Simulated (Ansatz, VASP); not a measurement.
Two plane-wave programs on C

```
C
1.0
     1.23319    0.71198    8.28262
    -1.23319    0.71198    8.28262
     0.00000   -1.42396    8.28262
C
4
Direct
  0.91283 0.91283 0.91283
  0.24615 0.24615 0.24615
  0.75385 0.75385 0.75385
  0.08717 0.08717 0.08717
```

Alike in both runs: task single point; functional r2SCAN; k mesh 11 × 11 × 11; occupations fermi-dirac, width 0.1 eV; no spin polarisation.

```csv
,VASP,Ansatz
version,VASP 6.6.1,Ansatz 0.2.0
potentials or method,"VASP PAW PBE potentials, release 64 (C), cutoff 520 eV","plane waves, PAW"
valence electrons in the cell,16,16
```

```csv
,VASP,Ansatz,Ansatz less VASP
pressure (GPa),-2.5,-3.1,-0.55
"traceless stress, the component that is largest in VASP (GPa)",1.83,2.48,+0.646
```

VASP's potentials were made for PBE, not for r2SCAN.
